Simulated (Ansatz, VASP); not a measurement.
# Two plane-wave programs on Rb

```
CELL_PARAMETERS angstrom
6.15362 0.00000 0.00000
0.00000 6.15362 0.00000
0.00000 0.00000 6.15362
ATOMIC_POSITIONS crystal
Rb 0.87457 0.12543 0.62543
Rb 0.37457 0.37457 0.37457
Rb 0.12543 0.62543 0.87457
Rb 0.62543 0.87457 0.12543
```

Alike in both runs: task single point; functional PBEsol; k mesh 4 × 4 × 4; occupations gaussian, width 0.1 eV; no spin polarisation.

|  | VASP | Ansatz |
| --- | --- | --- |
| version | VASP 6.6.1 | Ansatz 0.2.0 |
| potentials or method | VASP PAW PBE potentials, release 64 (Rb_sv), cutoff 520 eV | scalar-relativistic, plane waves, PAW |
| valence electrons in the cell | 36 | 36 |

|  | VASP | Ansatz | Ansatz less VASP |
| --- | --- | --- | --- |
| gap on the k mesh at the Fermi level (eV) | none | none | - |
| pressure (GPa) | 2.8 | 2.8 | -0.01 |

VASP's potentials were made for PBE, not for PBEsol. A gap of «none» marks a metal or a gap that the smearing closes.
